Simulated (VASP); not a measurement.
Set up this calculation in VASP 6.6.1, as the native input.

```
Task                   : relaxation of cell and atoms
Functional             : PBE
Potentials or basis    : VASP PAW PBE potentials, release 64 (Sr_sv, Tm_3, Si), 4f in core
Cutoff                 : 500 eV
k mesh                 : 4 × 4 × 2
Occupations            : gaussian, width 0.2 eV
Spin                   : no spin polarisation
Dipole correction      : no
Further INCAR settings : ALGO = Normal; EDIFF = 1e-07; IBRION = 2; EDIFFG = -0.08; NSW = 36; ISIF = 3
```

The structure of Sr4TmSi lies in POSCAR:

```
Sr4TmSi
1.0
    5.0472659500      0.0000000000      0.0000000000
   -2.5236329800      4.3710605400      0.0000000000
    0.0000000000      0.0000000000      7.4010456700
Sr Tm Si
4 1 1
Direct
    0.3333333300      0.6666666700      0.1984636000
    0.3333333300      0.6666666700      0.8015364000
    0.6666666700      0.3333333300      0.8015364000
    0.6666666700      0.3333333300      0.1984636000
    0.0000000000      0.0000000000      0.5000000000
    0.0000000000      0.0000000000      0.0000000000
```

The cell was generated, and may not be a known phase.

The input as run:

INCAR

```
PREC = Accurate
ENCUT = 500
EDIFF = 1E-7
ISMEAR = 0
SIGMA = 0.2
LREAL = False
LASPH = True
NELM = 200
ALGO = Normal
ISIF = 3
LWAVE = False
LCHARG = False
GGA = PE
IBRION = 2
NSW = 36
EDIFFG = -0.08
GGA_COMPAT = False
NELMIN = 4
LMAXMIX = 6
```

KPOINTS

```
Automatic mesh
0
Gamma
  4 4 2
```

Potentials or basis: VASP PAW PBE potentials, release 64 (Sr_sv, Tm_3, Si), 4f in core.

Launch:

```console
$ cat potpaw_PBE.64/Sr_sv/POTCAR potpaw_PBE.64/Tm_3/POTCAR potpaw_PBE.64/Si/POTCAR > POTCAR
$ mpirun -np 1 vasp_std > vasp.out
```

Results of the run:

The relaxed volume is 36.34 Å³/atom. The relaxed cell is a = 5.984 Å, b = 5.984 Å, c = 7.032 Å, α = 90.00°, β = 90.00°, γ = 120.00°, the space group after relaxing (to 0.1 Å) is P6/mmm (No. 191) and the energy gained by relaxing is 421.2 meV/atom. The ionic steps are 15. The pressure after relaxing is -0.1 GPa, the largest force after relaxing is 0.007 eV/Å and the band gap on the k mesh is zero (an odd number of electrons rules out a gap without spin polarisation).

Caveat: the k points lie up to 0.45 Å⁻¹ apart in the final cell, too coarse for converged energies and pressures of a metal; the volume moved by over 15 % at a fixed basis, so the end points are rough; spin-orbit coupling is left out, which moves the levels of the heavy elements; the 4f electrons are frozen in the core, so they carry no moment and show no levels.

It took 7.5 min on 1 thread of Intel(R) Xeon(R) 6975P-C (Granite Rapids) (shared host), peak memory 0.31 GiB.
